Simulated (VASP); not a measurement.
Here is a VASP 6.6.1 calculation.

INCAR

```
SYSTEM = Nb
PREC = Accurate ; ENCUT = 520
EDIFF = 1E-6 ; ISMEAR = -1
SIGMA = 0.05 ; LREAL = .FALSE.
LASPH = .TRUE. ; NELM = 60
ALGO = Normal ; ISIF = 2
LWAVE = .FALSE. ; LCHARG = .FALSE.
NBANDS = 12
```

Contents of KPOINTS:

```
Automatic mesh
0
G
  18 18 18
  0 0 0
```

POSCAR

```
Nb
1.0
    0.0000000000      1.8888714321      1.8888714321
    1.8888714321      0.0000000000      1.8888714321
    1.8888714321      1.8888714321      0.0000000000
Nb
1
Direct
    0.0000000000      0.0000000000      0.0000000000
```

Potentials or basis: VASP PAW LDA potentials, release 64 (Nb_sv).

Launch:

```sh
$ cat potpaw_LDA.64/Nb_sv/POTCAR > POTCAR
$ mpirun -np 1 vasp_std > vasp.out
```

Question: What does it give for the pressure?

Answer: 79.9 GPa.
